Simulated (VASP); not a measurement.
# Co3Sn2 (P-6m2) in VASP: further runs

Co3Sn2 is run at these levels: PBEsol; tasks: single point.

Everything below comes from runs of VASP 6.6.1. Logs are shortened: lines on timing, memory, paths and dates and some standing lists are left out, and cuts for length are marked.

## Step 1: The cell of the first run

The structure is hexagonal, space group P-6m2 (No. 187). The conventional cell has a = 4.223 Å, b = 4.223 Å, c = 5.067 Å, α = 90.00°, β = 90.00°, γ = 120.00°. Within 3.3 Å of Co (site symmetry 3m) lie 5 Co at 2.50 to 2.76 Å and 6 Sn at 2.74 to 2.76 Å. Within 3.2 Å of Co (site symmetry -6m2) lie 5 Sn at 2.44 to 2.53 Å and 6 Co at 2.76 Å. Sn (site symmetry -6m2) has 8 Co at 2.53 to 2.74 Å within 3.3 Å. Sn (site symmetry -6m2) has 9 Co at 2.44 to 2.76 Å within 3.2 Å.

## Step 2: Single point, PBEsol, collinear spin, ferromagnetic start

Contents of INCAR:

```
SYSTEM = Co3Sn2
  PREC = Accurate
  ENCUT = 520
  EDIFF = 1E-6
  ISMEAR = 0
  SIGMA = 0.1
  LREAL = .False.
  LASPH = .True.
  NELM = 150
  ALGO = Normal
  ISIF = 2
  LWAVE = .False.
  LCHARG = .False.
  ISPIN = 2
  MAGMOM = 1.25 1.25 0.55 0 0
  LORBIT = 11
  LMAXMIX = 4
  GGA = PS
  NBANDS = 40
```

Contents of KPOINTS:

```
regular mesh
0
Gamma
  1 1 1
  0 0 0
```

Contents of POSCAR:

```
Co3Sn2
1.0
    4.2229921449      0.0000000000      0.0000000000
   -2.1114960725      3.6572184775      0.0000000000
    0.0000000000      0.0000000000      5.0668540000
Co Sn
3 2
Direct
    0.0000000000      0.0000000000      0.7463570000
    0.0000000000      0.0000000000      0.2536430000
    0.6666666667      0.3333333333      0.0000000000
    0.6666666667      0.3333333333      0.5000000000
    0.3333333333      0.6666666667      0.0000000000
```

Potentials or basis: VASP PAW PBE potentials, release 64 (Co, Sn_d).

Started as:

```sh
cat potpaw_PBE.64/Co/POTCAR potpaw_PBE.64/Sn_d/POTCAR > POTCAR
mpirun -np 1 vasp_gam > vasp.out
```

OUTCAR:

```text
SYSTEM = Co3Sn2
   PREC = Accurate
   ENCUT = 520
   EDIFF = 1E-6
   ISMEAR = 0
   LREAL = .False.
   LASPH = .True.
   NELM = 150
   ISIF = 2
   ISPIN = 2
   LORBIT = 11
   GGA = PS

 ion  position               nearest neighbor table
   1  0.000  0.000  0.746-   2 2.50   2 2.57   4 2.74   4 2.74   4 2.74   5 2.76   3 2.76   3 2.76
                             5 2.76   5 2.76   3 2.76
   2  0.000  0.000  0.254-   1 2.50   1 2.57   4 2.74   4 2.74   4 2.74   3 2.76   5 2.76   3 2.76
                             5 2.76   5 2.76   3 2.76
   3  0.667  0.333  0.000-   5 2.44   5 2.44   5 2.44   4 2.53   4 2.53   1 2.76   2 2.76   1 2.76
                             2 2.76   1 2.76   2 2.76
   4  0.667  0.333  0.500-   3 2.53   3 2.53   1 2.74   2 2.74   1 2.74   2 2.74   1 2.74   2 2.74
                             5 3.52   5 3.52   5 3.52   5 3.52   5 3.52   5 3.52
   5  0.333  0.667  0.000-   3 2.44   3 2.44   3 2.44   1 2.76   2 2.76   2 2.76   1 2.76   2 2.76
                             1 2.76   4 3.52   4 3.52   4 3.52   4 3.52   4 3.52   4 3.52

  LATTYP: Found a hexagonal cell.
 ALAT       =     4.2229921449
 C/A-ratio  =     1.1998255801

  Lattice vectors:

 A1 = (   4.2229921449,   0.0000000000,   0.0000000000)
 A2 = (  -2.1114960725,   3.6572184775,   0.0000000000)
 A3 = (   0.0000000000,   0.0000000000,   5.0668540000)

Analysis of symmetry for initial positions (statically):
=====================================================================
 Subroutine PRICEL returns:
 Original cell was already a primitive cell.

 Routine SETGRP: Setting up the symmetry group for a
 hexagonal supercell.

 Subroutine GETGRP returns: Found 12 space group operations
 (whereof 12 operations were pure point group operations)
 out of a pool of 24 trial point group operations.

The static configuration has the point symmetry D_3h.

Analysis of symmetry for dynamics (positions and initial velocities):
=====================================================================
 Subroutine PRICEL returns:
 Original cell was already a primitive cell.

 Routine SETGRP: Setting up the symmetry group for a
 hexagonal supercell.

 Subroutine GETGRP returns: Found 12 space group operations
 (whereof 12 operations were pure point group operations)
 out of a pool of 24 trial point group operations.

The dynamic configuration has the point symmetry D_3h.

Analysis of structural, dynamic, and magnetic symmetry:
=====================================================================
 Subroutine PRICEL returns:
 Original cell was already a primitive cell.

 Routine SETGRP: Setting up the symmetry group for a
[... 120 lines left out ...]
 Gauss-broadening in eV      SIGMA  =   0.10
  energy-cutoff  :      520.00
  volume of cell :       78.25
 maximum number of plane-waves:      1051
 NGX is ok and might be reduce to    30
   NGX = 15   NGY = 15   NGZ = 19

 number of electron      55.0000019 magnetization       1.0001109

 Free energy of the ion-electron system (eV)
  ---------------------------------------------------
  ext. energy  EPLUGINS =         0.00000000
  ---------------------------------------------------
  free energy    TOTEN  =       -24.91081796 eV

  energy without entropy =      -24.91049644  energy(sigma->0) =      -24.91065720

 E-fermi :  12.0115     XC(G=0): -12.1462

 val. band max:       11.7836075316   @ k =   0.0000   0.0000   0.0000
 cond. band min:      12.2534303789   @ k =   0.0000   0.0000   0.0000
 fundamental gap:      0.4698228473
 Fermi energy:        12.0115447526

 spin component 1

 k-point     1 :       0.0000    0.0000    0.0000
  band No.  band energies     occupation
      1     -12.0385      1.00000
      2     -11.9751      1.00000
      3     -11.9751      1.00000
      4     -11.9485      1.00000
      5     -11.9485      1.00000
      6     -11.3078      1.00000
[... 31 lines left out ...]
     38      18.0807      0.00000
     39      18.0807      0.00000
 Fermi energy:        12.0115447526

 spin component 2

 k-point     1 :       0.0000    0.0000    0.0000
  band No.  band energies     occupation
      1     -12.0375      1.00000
      2     -11.9759      1.00000
      3     -11.9758      1.00000
      4     -11.9534      1.00000
      5     -11.9534      1.00000
      6     -11.3023      1.00000
[... 31 lines left out ...]
     38      18.0888      0.00000
     39      18.0888      0.00000
 [bands above 39 left out]

------------------------ aborting loop because EDIFF is reached ----------------------------------------

  FORCE on cell =-STRESS in cart. coord.  units (eV):
  Direction    XX          YY          ZZ          XY          YZ          ZX
  --------------------------------------------------------------------------------------
  -------------------------------------------------------------------------------------
  Total       -7.1827042     -7.1827042     15.4304549      0.0000000     -0.0000000     -0.0000000
  in kB     -147.0581141   -147.0581141    315.9219071      0.0000000     -0.0000000     -0.0000000
  external PRESSURE =       7.2685596 kB  Pullay stress =       0.0000000 kB

 VOLUME and BASIS-vectors are now :
 -----------------------------------------------------------------------------
  energy-cutoff  :      520.00
  volume of cell :       78.25
      direct lattice vectors                 reciprocal lattice vectors
     4.222992145  0.000000000  0.000000000     0.236798925  0.136715923  0.000000000
    -2.111496073  3.657218477  0.000000000     0.000000000  0.273431846  0.000000000
     0.000000000  0.000000000  5.066854000     0.000000000  0.000000000  0.197361124

 POSITION                                       TOTAL-FORCE (eV/Angst)
 -----------------------------------------------------------------------------------
      0.00000      0.00000      3.78168        -0.000000     -0.000000     -0.560466
      0.00000      0.00000      1.28517        -0.000000     -0.000000      0.560466
      2.11150      1.21907      0.00000        -0.000000      0.000000      0.000000
      2.11150      1.21907      2.53343        -0.000000     -0.000000      0.000000
     -0.00000      2.43815      0.00000         0.000000     -0.000000      0.000000
 -----------------------------------------------------------------------------------
    total drift:                               -0.000003      0.000002     -0.000000

  FREE ENERGIE OF THE ION-ELECTRON SYSTEM (eV)
  ---------------------------------------------------
  free  energy   TOTEN  =       -24.9108179632 eV

  energy  without entropy=      -24.9104964409  energy(sigma->0) =      -24.91065720

 total charge

# of ion       s       p       d       tot
------------------------------------------
    1        0.326   0.249   7.719   8.294
    2        0.326   0.249   7.719   8.294
    3        0.325   0.436   7.806   8.567
    4        1.092   1.047  10.192  12.331
    5        1.083   1.300  10.067  12.450
--------------------------------------------------
tot          3.152   3.280  43.503  49.935

 magnetization (x)

# of ion       s       p       d       tot
------------------------------------------
    1       -0.009  -0.003   0.553   0.540
    2       -0.009  -0.003   0.553   0.540
    3       -0.001  -0.001   0.008   0.007
    4       -0.001  -0.014  -0.005  -0.020
    5       -0.004   0.007  -0.009  -0.006
--------------------------------------------------
tot         -0.025  -0.014   1.101   1.061
```

Wall time 16 s (1 thread of Intel Xeon Platinum 8488C (Sapphire Rapids), shared host); peak memory 0.2 GiB.

What came out:

```
Free energy                                           : -24.9108 eV
Pressure                                              : 0.7 GPa
Largest force                                         : 0.560 eV/Å
Net moment                                            : 1.00 μB per cell
Site moments                                          : Co +0.54, +0.01 (each value once); Sn -0.02, -0.01 μB
Valence electrons inside the program's atomic spheres : Co 8.29, 8.57 (each value once); Sn 12.33, 12.45
```

Forces in eV/Å, atoms in the order of the input:
```
Co   0.000  0.000 -0.560
Co   0.000  0.000  0.560
Co   0.000  0.000  0.000
Sn   0.000  0.000  0.000
Sn   0.000  0.000  0.000
```

Caveat: the k points lie up to 1.72 Å⁻¹ apart, too coarse for converged energies, forces and pressures; the PAW data sets were made with another functional, which shifts forces and pressure a little; spin-orbit coupling is left out, which moves the levels of the heavy elements.

## Step 3: Single point, PBEsol, collinear spin, ferromagnetic start

Contents of INCAR:

```
PREC     = Accurate       # precision mode
ENCUT    = 520            # plane-wave cutoff, eV
EDIFF    = 1E-7           # SCF threshold, eV
ISMEAR   = 0              # smearing method
SIGMA    = 0.1            # smearing width, eV
LREAL    = F              # projectors in reciprocal space
LASPH    = T              # aspherical terms in the spheres
NELM     = 150            # most SCF steps
ALGO     = Normal         # electronic algorithm
ISIF     = 2              # what is computed and relaxed
LWAVE    = F              # write WAVECAR
LCHARG   = F              # write CHGCAR
ISPIN    = 2              # spin polarisation
MAGMOM   = 1.25 1.25 0.55 0 0 # initial moments
LORBIT   = 11             # projections on sites
LMAXMIX  = 4              # l up to which the mixer works
GGA      = PS             # functional
NBANDS   = 40             # bands
```

Contents of KPOINTS:

```
regular mesh
0
Gamma
  3 3 2
```

POSCAR is that of step 2.

Potentials or basis: VASP PAW PBE potentials, release 64 (Co, Sn_d).

Started as:

```sh
cat potpaw_PBE.64/Co/POTCAR potpaw_PBE.64/Sn_d/POTCAR > POTCAR
mpirun -np 1 vasp_std > vasp.out
```

Wall time 38 s (1 thread of Intel Xeon Platinum 8488C (Sapphire Rapids), shared host); peak memory 0.23 GiB.

The run converged. Its results:

| Property | Result |
| --- | --- |
| Free energy | -31.5745 eV |
| Pressure | -4.4 GPa |
| Largest force | 0.015 eV/Å |
| Net moment | 3.74 μB per cell |
| Site moments | Co +1.44, +0.94 (each value once); Sn -0.02, -0.05 μB |
| Valence electrons inside the program's atomic spheres | Co 8.11, 8.44 (each value once); Sn 12.39, 12.52 |

Forces on the atoms (eV/Å):
```
Co   0.000  0.000 -0.015
Co   0.000  0.000  0.015
Co   0.000  0.000  0.000
Sn   0.000  0.000  0.000
Sn   0.000  0.000  0.000
```

Stress tensor (GPa, compression positive):
```
-4.81  0.00  0.00
 0.00 -4.81  0.00
 0.00  0.00 -3.63
```

Levels at points of the mesh, in eV from the Fermi level:
Spin up:
| k point | band 27 | band 28 | band 29 | band 30 | band 31 | band 32 |
| --- | --- | --- | --- | --- | --- | --- |
| (0.00, 0.00, 0.00) | -0.64 | 0.22 | 2.04 | 2.04 | 3.20 | 3.34 |
| (0.00, 0.00, 0.50) | -1.08 | 1.92 | 2.98 | 3.35 | 3.35 | 3.56 |
Spin down:
```csv
k point,band 23,band 24,band 25,band 26,band 27,band 28
"(0.00, 0.00, 0.00)",0.01,0.01,0.05,0.55,0.55,1.48
"(0.00, 0.00, 0.50)",-0.59,0.06,0.06,0.11,0.11,2.01
```

Caveat: the k points lie up to 0.62 Å⁻¹ apart; the PAW data sets were made with another functional, which shifts forces and pressure a little; spin-orbit coupling is left out, which moves the levels of the heavy elements.
